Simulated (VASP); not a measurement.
# SnO2 (I4_1/amd) in VASP: further runs

Runs on SnO2. Level: LDA. Tasks: single point.

Everything below comes from runs of VASP 6.6.1. Logs are shortened: lines on timing, memory, paths and dates and some standing lists are left out, and cuts for length are marked.

## 1. The cell of the first run

Symmetry: I4_1/amd, No. 141, tetragonal system. The conventional cell has a = 3.654 Å, b = 3.654 Å, c = 10.180 Å, α = 90.00°, β = 90.00°, γ = 90.00°. Within 2.5 Å of Sn (site symmetry -4m2) lie 6 O at 1.89 to 2.07 Å. Within 2.5 Å of O (site symmetry 2mm) lie 3 Sn at 1.89 to 2.07 Å and 2 O at 2.42 Å.

## 2. Single point, LDA (strain -0.080 along x and y, +0.000 along z)

Input file INCAR:

```
PREC = Accurate
ENCUT = 520
EDIFF = 1E-7
ISMEAR = 0
SIGMA = 0.05
LREAL = F
LASPH = T
NELM = 60
ALGO = Normal
ISIF = 2
LWAVE = F
LCHARG = T
LELF = T
LVHAR = T
NBANDS = 35
```

Input file KPOINTS:

```
regular mesh
0
Gamma
  10 10 10
```

Input file POSCAR:

```
SnO2
1.0
   -1.8272239936      1.8272239936      5.0901677903
    1.8272239936     -1.8272239936      5.0901677903
    1.8272239936      1.8272239936     -5.0901677903
Sn O
2 4
Direct
    0.7500000000      0.2500000000      0.5000000000
    0.0000000000      0.0000000000      0.0000000000
    0.7969975834      0.7969975834      0.0000000000
    0.9530024166      0.4530024166      0.5000000000
    0.2030024166      0.2030024166      0.0000000000
    0.5469975834      0.0469975834      0.5000000000
```

Potentials or basis: VASP PAW LDA potentials, release 64 (Sn_d, O).

Launch:

```console
$ cat potpaw_LDA.64/Sn_d/POTCAR potpaw_LDA.64/O/POTCAR > POTCAR
$ mpirun -np 1 vasp_std > vasp.out
```

OUTCAR:

```text
PREC = Accurate
   ENCUT = 520
   EDIFF = 1E-7
   ISMEAR = 0
   LREAL = F
   LASPH = T
   NELM = 60
   ISIF = 2

 ion  position               nearest neighbor table
   1  0.750  0.250  0.500-   3 1.89   5 1.89   3 1.89   5 1.89   4 2.07   6 2.07   2 3.13   2 3.13
                             2 3.13   2 3.13
   2  0.000  0.000  0.000-   6 1.89   4 1.89   6 1.89   4 1.89   3 2.07   5 2.07   1 3.13   1 3.13
                             1 3.13   1 3.13
   3  0.797  0.797  0.000-   1 1.89   1 1.89   2 2.07
   4  0.953  0.453  0.500-   2 1.89   2 1.89   1 2.07
   5  0.203  0.203  0.000-   1 1.89   1 1.89   2 2.07
   6  0.547  0.047  0.500-   2 1.89   2 1.89   1 2.07

  LATTYP: Found a body centered tetragonal cell.
 ALAT       =     3.6544479872
 C/A-ratio  =     2.7857382610

  Lattice vectors:

 A1 = (  -1.8272239936,   1.8272239936,   5.0901677903)
 A2 = (   1.8272239936,  -1.8272239936,   5.0901677903)
 A3 = (   1.8272239936,   1.8272239936,  -5.0901677903)

Analysis of symmetry for initial positions (statically):
=====================================================================
 Subroutine PRICEL returns:
 Original cell was already a primitive cell.

 Routine SETGRP: Setting up the symmetry group for a
 body centered tetragonal supercell.

 Subroutine GETGRP returns: Found 16 space group operations
 (whereof  8 operations were pure point group operations)
 out of a pool of 16 trial point group operations.

The static configuration has the point symmetry D_2d.
 The point group associated with its full space group is D_4h.

Analysis of symmetry for dynamics (positions and initial velocities):
=====================================================================
 Subroutine PRICEL returns:
 Original cell was already a primitive cell.

 Routine SETGRP: Setting up the symmetry group for a
 body centered tetragonal supercell.

 Subroutine GETGRP returns: Found 16 space group operations
 (whereof  8 operations were pure point group operations)
 out of a pool of 16 trial point group operations.

The dynamic configuration has the point symmetry D_2d.
 The point group associated with its full space group is D_4h.

 Subroutine INISYM returns: Found 16 space group operations
 (whereof  8 operations are pure point group operations),
 and found     1 'primitive' translations

----------------------------------------------------------------------------------------

[... 96 lines left out ...]
   LSORBIT =      F    spin-orbit coupling
   LASPH  =      T    aspherical Exc in radial PAW
   ENCUT  =  520.0 eV  38.22 Ry    6.18 a.u.  10.61 10.61 10.61*2*pi/ulx,y,z
   NELM   =     60;   NELMIN=  2; NELMDL= -5     # of ELM steps
   EDIFF  = 0.1E-06   stopping-criterion for ELM
   LREAL  =      F    real-space projection
   EDIFFG = 0.1E-05   stopping-criterion for IOM
   NSW    =      0    number of steps for IOM
   IBRION =     -1    ionic relax: 0-MD 1-quasi-New 2-CG
   NFREE  =      0    steps in history (QN), initial steepest desc. (CG)
   ISIF   =      2    stress and relaxation
   ISYM   =      2    0-nonsym 1-usesym 2-fastsym
   POTIM  = 0.5000    time-step for ionic-motion
   TEBEG  =    0.0;   TEEND  =   0.0 temperature during run
   PSTRESS=    0.0 pullay stress
   NELECT =      52.0000    total number of electrons
   NUPDOWN=      -1.0000    fix difference up-down
   EMIN   =  10.00;   EMAX   =-10.00  energy-range for DOS
   EFERMI =   0.00;   METHOD = LEGACY
   ISMEAR =     0;   SIGMA  =   0.05  broadening in eV -4-tet -1-fermi 0-gaus
   EFERMI_NEDOS =   21; number of points for ismear=-14 and -15
   IALGO  =     38    algorithm
   IMIX   =      4    mixing-type and parameters
     AMIX     =   0.40;   BMIX     =  1.00
     AMIX_MAG =   1.60;   BMIX_MAG =  1.00
  volume/ion in A,a.u.               =      11.33        76.46
  Fermi-wavevector in a.u.,A,eV,Ry     =   1.497215  2.829325 30.499521  2.241652
  Thomas-Fermi vector in A             =   2.609131
   LORBIT       =      0    0 simple, 1 ext, 2 COOP (PROOUT), +10 PAW based schemes
   GGA     = CA    functional components
   LHFCALC =     F    Hartree Fock is set to
   AEXX    =    0.0000 exact exchange contribution
   IVDW    =     0    specifies the selected vdW correction
   LEPSILON=     F    determine dielectric tensor
   LRPA    =     F    only Hartree local field effects (RPA)
 non-spin polarized calculation
 Gauss-broadening in eV      SIGMA  =   0.05
  energy-cutoff  :      520.00
  volume of cell :       67.98
 maximum number of plane-waves:      1854
   NGX = 21   NGY = 21   NGZ = 21

 number of electron      51.9999991 magnetization

 Free energy of the ion-electron system (eV)
  ---------------------------------------------------
  ext. energy  EPLUGINS =         0.00000000
  ---------------------------------------------------
  free energy    TOTEN  =       -39.86983020 eV

  energy without entropy =      -39.86983020  energy(sigma->0) =      -39.86983020

 E-fermi :   6.3803     XC(G=0): -11.8387

 val. band max:        6.0628673179   @ k =  -0.4000   0.4000   0.0000
 cond. band min:       9.3682041374   @ k =   0.0000   0.0000   0.0000
 fundamental gap:      3.3053368194
 Fermi energy:         6.3802787186

 k-point     1 :       0.0000    0.0000    0.0000
  band No.  band energies     occupation
      1     -14.9328      2.00000
      2     -14.6665      2.00000
      3     -14.5802      2.00000
      4     -13.6582      2.00000
      5     -13.2724      2.00000
      6     -13.1754      2.00000
[... 901 lines left out ...]
     34      18.1317      0.00000
     35      20.0321      0.00000

 [... further k-points ...]
[... 5 lines left out ...]
  --------------------------------------------------------------------------------------
  -------------------------------------------------------------------------------------
  Total       24.0648788     24.0648788     12.8749418      0.0000000      0.0000000      0.0000000
  in kB      567.1769765    567.1769765    303.4451423      0.0000000      0.0000000      0.0000000
  external PRESSURE =     479.2663651 kB  Pullay stress =       0.0000000 kB

 VOLUME and BASIS-vectors are now :
 -----------------------------------------------------------------------------
  energy-cutoff  :      520.00
  volume of cell :       67.98
      direct lattice vectors                 reciprocal lattice vectors
    -1.827223994  1.827223994  5.090167790     0.000000000  0.273639139  0.098228589
     1.827223994 -1.827223994  5.090167790     0.273639139  0.000000000  0.098228589
     1.827223994  1.827223994 -5.090167790     0.273639139  0.273639139  0.000000000

 POSITION                                       TOTAL-FORCE (eV/Angst)
 -----------------------------------------------------------------------------------
      0.00000      1.82722      2.54508         0.000000      0.000000     -0.000000
      0.00000      0.00000      0.00000         0.000000      0.000000     -0.000000
      0.00000      0.00000      8.11370         0.000000     -0.000000      0.442244
      0.00000      1.82722      4.61172        -0.000000      0.000000     -0.442244
      0.00000      0.00000      2.06663         0.000000     -0.000000     -0.442244
      0.00000      1.82722      0.47845        -0.000000      0.000000      0.442244
 -----------------------------------------------------------------------------------
    total drift:                               -0.000000     -0.000000      0.000000

  FREE ENERGIE OF THE ION-ELECTRON SYSTEM (eV)
  ---------------------------------------------------
  free  energy   TOTEN  =       -39.8698302006 eV

  energy  without entropy=      -39.8698302006  energy(sigma->0) =      -39.86983020
```

OSZICAR:

```text
N       E                     dE             d eps       ncg     rms          rms(c)
DAV:   1     0.652530080979E+03    0.65253E+03   -0.25601E+04  7958   0.238E+03
DAV:   2     0.527055113424E+02   -0.59982E+03   -0.56360E+03  7828   0.623E+02
DAV:   3    -0.424940901373E+02   -0.95200E+02   -0.93940E+02  7618   0.212E+02
DAV:   4    -0.471903762682E+02   -0.46963E+01   -0.46684E+01  8857   0.513E+01
DAV:   5    -0.473145894598E+02   -0.12421E+00   -0.12408E+00  8998   0.862E+00    0.188E+01
DAV:   6    -0.399134196150E+02    0.74012E+01   -0.19238E+01 11673   0.685E+01    0.771E+00
DAV:   7    -0.399726446914E+02   -0.59225E-01   -0.27994E+00  8117   0.941E+00    0.371E+00
DAV:   8    -0.398881920656E+02    0.84453E-01   -0.27212E-01 10346   0.788E+00    0.941E-01
DAV:   9    -0.398694098105E+02    0.18782E-01   -0.57467E-02 11523   0.470E+00    0.177E-01
DAV:  10    -0.398698141849E+02   -0.40437E-03   -0.61673E-03  8262   0.544E-01    0.932E-02
DAV:  11    -0.398698368063E+02   -0.22621E-04   -0.31595E-04 11301   0.186E-01    0.319E-02
DAV:  12    -0.398698318271E+02    0.49792E-05   -0.42331E-05  9847   0.139E-01    0.113E-02
DAV:  13    -0.398698302053E+02    0.16218E-05   -0.12311E-05 10379   0.727E-02    0.556E-03
DAV:  14    -0.398698302365E+02   -0.31193E-07   -0.29039E-06 10647   0.165E-02    0.262E-03
DAV:  15    -0.398698302006E+02    0.35908E-07   -0.16658E-07  5593   0.430E-03
   1 F= -.39869830E+02 E0= -.39869830E+02  d E =-.362198E-21
```

Wall time 5.4 min (1 thread of Intel Xeon 6975P-C (Granite Rapids), shared host); peak memory 0.33 GiB.

What came out:

```
Free energy            : -39.8698 eV
Pressure               : 47.9 GPa
Largest force          : 0.442 eV/Å
Band gap on the k mesh : 3.31 eV (least direct gap 4.04 eV)
```

Forces on the atoms (eV/Å):
```
Sn   0.000  0.000  0.000
Sn   0.000  0.000  0.000
O    0.000  0.000  0.442
O    0.000  0.000 -0.442
O    0.000  0.000 -0.442
O    0.000  0.000  0.442
```

Stress tensor (GPa, compression positive):
```
56.72  0.00  0.00
 0.00 56.72  0.00
 0.00  0.00 30.34
```

Levels at points of the mesh, in eV from the valence-band top:
```tsv
k point	band 22	band 23	band 24	band 25	band 26	band 27	band 28	band 29	band 30	band 31
(0.00, 0.00, 0.00)	-0.98	-0.98	-0.97	-0.74	-0.74	3.31	7.32	9.50	9.62	9.67
(0.50, 0.00, 0.00)	-1.69	-1.12	-1.10	-0.86	-0.38	6.86	7.51	8.69	9.53	9.91
(0.50, 0.50, 0.00)	-1.18	-0.79	-0.79	-0.15	-0.15	8.51	8.51	9.23	9.23	10.08
(0.50, 0.50, 0.50)	-2.95	-1.41	-1.41	-0.58	-0.58	6.04	6.04	7.40	7.40	13.35
```

Caveat: the cell differs from its parent crystal (strain -0.080 along x and y, +0.000 along z); the cell stands under pressure; spin-orbit coupling is left out, which moves the levels of the heavy elements.

## 3. Single point, LDA (strain -0.040 along x and y, -0.080 along z)

Input file INCAR:

```
  PREC = Accurate
  ENCUT = 520
  EDIFF = 1E-6
  ISMEAR = 0
  SIGMA = 0.05
  LREAL = F
  LASPH = T
  NELM = 100
  ALGO = Normal
  ISIF = 2
  LWAVE = F
  LCHARG = F
  GGA = CA
  NBANDS = 35
```

KPOINTS is that of step 2.

POSCAR, as its differences from that of step 2:

```diff
@@ -2,5 +2,5 @@
 1.0
-   -1.8272239936      1.8272239936      5.0901677903
-    1.8272239936     -1.8272239936      5.0901677903
-    1.8272239936      1.8272239936     -5.0901677903
+   -1.9066685150      1.9066685150      4.6829543671
+    1.9066685150     -1.9066685150      4.6829543671
+    1.9066685150      1.9066685150     -4.6829543671
 Sn O
```

Potentials or basis: VASP PAW LDA potentials, release 64 (Sn_d, O).

Launch:

```console
$ cat potpaw_LDA.64/Sn_d/POTCAR potpaw_LDA.64/O/POTCAR > POTCAR
$ mpirun -np 1 vasp_std > vasp.out
```

It took 3.8 min on 1 thread of Intel Xeon 6975P-C (Granite Rapids), shared host; peak memory 0.31 GiB.

The run converged. Its results:

```
Free energy            : -39.8935 eV
Pressure               : 49.8 GPa
Largest force          : 2.628 eV/Å
Band gap on the k mesh : 3.72 eV (least direct gap 4.41 eV)
```

Forces in eV/Å, atoms in the order of the input:
```
Sn   0.000  0.000  0.000
Sn   0.000  0.000  0.000
O    0.000  0.000 -2.628
O    0.000  0.000  2.628
O    0.000  0.000  2.628
O    0.000  0.000 -2.628
```

Stress tensor (GPa, compression positive):
```
39.46  0.00  0.00
 0.00 39.46  0.00
 0.00  0.00 70.53
```

Levels at points of the mesh, in eV from the valence-band top:
```csv
k point,band 22,band 23,band 24,band 25,band 26,band 27,band 28,band 29,band 30,band 31
"(0.00, 0.00, 0.00)",-1.29,-0.83,-0.83,-0.69,-0.69,3.72,7.96,10.17,10.55,12.13
"(0.50, 0.00, 0.00)",-1.21,-1.06,-1.03,-0.59,-0.20,7.07,8.28,9.03,9.66,10.86
"(0.50, 0.50, 0.00)",-0.95,-0.54,-0.54,-0.11,-0.11,8.72,8.72,9.37,9.37,10.16
"(0.50, 0.50, 0.50)",-2.80,-1.32,-1.32,-0.52,-0.52,6.68,6.68,8.00,8.00,13.39
```

Caveat: the cell differs from its parent crystal (strain -0.040 along x and y, -0.080 along z); the cell stands under pressure; spin-orbit coupling is left out, which moves the levels of the heavy elements; forces of over 1 eV/Å act on the atoms, so gaps and moduli don't describe the material at rest. A k mesh can miss the band edges.

## 4. Single point, LDA (strain -0.080 along x and y, +0.040 along z)

Input file INCAR:

```
PREC = Accurate ; ENCUT = 520
EDIFF = 1E-6 ; ISMEAR = 0
SIGMA = 0.05 ; LREAL = False
LASPH = True ; NELM = 100
ALGO = Normal ; ISIF = 2
LWAVE = False ; LCHARG = False
GGA = CA ; NBANDS = 35
```

KPOINTS is that of step 3.

POSCAR, as its differences from that of step 3:

```diff
@@ -2,5 +2,5 @@
 1.0
-   -1.9066685150      1.9066685150      4.6829543671
-    1.9066685150     -1.9066685150      4.6829543671
-    1.9066685150      1.9066685150     -4.6829543671
+   -1.8272239936      1.8272239936      5.2937745019
+    1.8272239936     -1.8272239936      5.2937745019
+    1.8272239936      1.8272239936     -5.2937745019
 Sn O
```

Launch:

```console
$ cat potpaw_LDA.64/Sn_d/POTCAR potpaw_LDA.64/O/POTCAR > POTCAR
$ mpirun -np 1 vasp_std > vasp.out
```

It took 5 min on 1 thread of Intel Xeon 6975P-C (Granite Rapids), shared host; peak memory 0.37 GiB.

Results (log left out):

```
Free energy            : -40.2299 eV
Pressure               : 35.7 GPa
Largest force          : 1.152 eV/Å
Band gap on the k mesh : 2.87 eV (least direct gap 3.48 eV)
```

Forces in eV/Å, atoms in the order of the input:
```
Sn   0.000  0.000  0.000
Sn   0.000  0.000  0.000
O    0.000  0.000  1.152
O    0.000  0.000 -1.152
O    0.000  0.000 -1.152
O    0.000  0.000  1.152
```

Stress tensor (GPa, compression positive):
```
47.11  0.00  0.00
 0.00 47.11  0.00
 0.00  0.00 12.79
```

Levels at points of the mesh, in eV from the valence-band top:
```csv
k point,band 22,band 23,band 24,band 25,band 26,band 27,band 28,band 29,band 30,band 31
"(0.00, 0.00, 0.00)",-0.90,-0.90,-0.77,-0.61,-0.61,2.87,6.75,8.60,9.36,9.36
"(0.50, 0.00, 0.00)",-1.62,-0.99,-0.97,-0.83,-0.39,6.43,6.99,8.39,9.28,9.59
"(0.50, 0.50, 0.00)",-1.29,-0.72,-0.72,-0.12,-0.12,8.31,8.31,8.89,8.89,9.75
"(0.50, 0.50, 0.50)",-2.82,-1.27,-1.27,-0.47,-0.47,5.46,5.46,7.23,7.23,13.19
```

Caveat: the cell differs from its parent crystal (strain -0.080 along x and y, +0.040 along z); the cell stands under pressure; spin-orbit coupling is left out, which moves the levels of the heavy elements; forces of over 1 eV/Å act on the atoms, so gaps and moduli don't describe the material at rest. A k mesh can miss the band edges.

## 5. The runs side by side

| cell | gap on the mesh (eV) | pressure (GPa) | largest force (eV/Å) |
| --- | --- | --- | --- |
| a = 5.709 Å, angles 142.7, 142.7, 53.8°, 6 atoms | 3.31 | 47.9 | 0.44 |
| a = 5.404 Å, angles 138.7, 138.7, 59.9°, 6 atoms | 3.72 | 49.8 | 2.63 |
| a = 5.891 Å, angles 143.9, 143.9, 52.0°, 6 atoms | 2.87 | 35.7 | 1.15 |

Alike in all rows: task single point; level LDA; potentials or basis VASP PAW LDA potentials, release 64 (Sn_d, O); no spin polarisation; k mesh 10 × 10 × 10; cutoff (eV) 520; smearing gaussian 0.05 eV.

Caveats: the cell stands under pressure; spin-orbit coupling is left out, which moves the levels of the heavy elements; forces of over 1 eV/Å act on the atoms, so gaps and moduli don't describe the material at rest (at least some runs).

Total energies depend on the potentials used, so only differences within one code and one set of settings carry meaning.
